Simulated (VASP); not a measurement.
Write the native input for VASP 6.6.1 that does the following.

| Item | Value |
| --- | --- |
| Task | single point |
| Functional | r2SCAN |
| Potentials or basis | VASP PAW PBE potentials, release 64 (Al, Ni) |
| Cutoff | 520 eV |
| k mesh | 1 × 1 × 1 |
| Occupations | gaussian, width 0.1 eV |
| Spin | no spin polarisation |
| Dipole correction | no |
| Further INCAR settings | ALGO = Normal; EDIFF = 1e-06; NBANDS = 24 |

The system is AlNi3.

```xyz
4
Lattice="0.0000 2.8196 2.8196 2.8196 0.0000 2.8196 2.8196 2.8196 0.0000" Properties=species:S:1:pos:R:3 pbc="T T T"
Al    2.8196    2.8196    2.8196
Ni    1.4098    1.4098    1.4098
Ni    0.0000    0.0000    0.0000
Ni    4.2294    4.2294    4.2294
```

These files were run (other wordings do the same):

POSCAR

```
AlNi3
1.0
    0.0000000000      2.8196042817      2.8196042817
    2.8196042817      0.0000000000      2.8196042817
    2.8196042817      2.8196042817      0.0000000000
Al Ni
1 3
Direct
    0.5000000000      0.5000000000      0.5000000000
    0.2500000000      0.2500000000      0.2500000000
    0.0000000000      0.0000000000      0.0000000000
    0.7500000000      0.7500000000      0.7500000000
```

INCAR.step1

```
SYSTEM = AlNi3
PREC     = Accurate       ! precision mode
ENCUT    = 520            ! plane-wave cutoff, eV
ISMEAR   = 0              ! smearing method
SIGMA    = 0.1            ! smearing width, eV
LREAL    = .False.        ! projectors in reciprocal space
LASPH    = .True.         ! aspherical terms in the spheres
NELM     = 80             ! most SCF steps
NBANDS   = 24             ! bands
GGA      = PE             ! functional
ALGO     = Normal         ! electronic algorithm
EDIFF    = 1E-4           ! SCF threshold, eV
LWAVE    = .True.         ! write WAVECAR
LCHARG   = .False.        ! write CHGCAR
```

INCAR.step2

```
SYSTEM = AlNi3
PREC     = Accurate       ! precision mode
ENCUT    = 520            ! plane-wave cutoff, eV
EDIFF    = 1E-6           ! SCF threshold, eV
ISMEAR   = 0              ! smearing method
SIGMA    = 0.1            ! smearing width, eV
LREAL    = .False.        ! projectors in reciprocal space
LASPH    = .True.         ! aspherical terms in the spheres
NELM     = 80             ! most SCF steps
ALGO     = Normal         ! electronic algorithm
ISIF     = 2              ! what is computed and relaxed
LWAVE    = .False.        ! write WAVECAR
LCHARG   = .True.         ! write CHGCAR
METAGGA  = R2SCAN         ! meta-GGA
LMIXTAU  = .True.       
LELF     = .True.         ! ELF
LVHAR    = .True.       
NBANDS   = 24             ! bands
ISTART   = 1
```

KPOINTS

```
Automatic mesh
0
Gamma
  1 1 1
  0 0 0
```

Potentials or basis: VASP PAW PBE potentials, release 64 (Al, Ni).

The run is started by

```console
$ cat potpaw_PBE.64/Al/POTCAR potpaw_PBE.64/Ni/POTCAR > POTCAR
$ cp INCAR.step1 INCAR
$ mpirun -np 1 vasp_gam > vasp.out
$ cp INCAR.step2 INCAR
$ mpirun -np 1 vasp_gam > vasp.out
```

Results of the run:

| Property | Result |
| --- | --- |
| Pressure | 0.3 GPa |

Caveat: the k points lie up to 1.93 Å⁻¹ apart; the PAW data sets were made with another functional, which shifts forces and pressure a little.

Wall time 27 s on 1 thread of Intel(R) Xeon(R) Platinum 8259CL CPU @ 2.50GHz (Skylake/Cascade Lake) (shared host), peak memory 0.16 GiB.
